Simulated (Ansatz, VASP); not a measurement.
**GaP in VASP and in Ansatz**

```
CELL_PARAMETERS angstrom
2.66873 2.66873 0.00000
-2.66873 2.66873 0.00000
0.00000 2.66873 2.71954
ATOMIC_POSITIONS crystal
Ga 0.00000 0.00000 0.00000
P 0.75000 0.25000 0.50000
```

Change from the starting cell: film at in-plane strain -0.01.

Alike in both runs: task single point; functional LDA; k mesh 8 × 8 × 8; no spin polarisation.

|  | VASP | Ansatz |
| --- | --- | --- |
| version | VASP 6.6.1 | Ansatz 0.2.0 |
| potentials or method | VASP PAW LDA potentials, release 64 (Ga_d, P), cutoff 520 eV | all-electron LAPW, scalar-relativistic |
| occupations | gaussian, width 0.01 eV | fixed |

|  | VASP | Ansatz | Ansatz less VASP |
| --- | --- | --- | --- |
| gap on the k mesh at the Fermi level (eV) | 1.32 | 1.33 | +0.002 |
| pressure (GPa) | 1.1 | 1.0 | -0.07 |
| traceless stress, the component that is largest in VASP (GPa) | -1.02 | -1.02 | -0.002 |

LDA's correlation is that of Perdew and Zunger in VASP and of Perdew and Wang (1992) in Ansatz. Ansatz ran all-electron here, and VASP with PAW potentials.
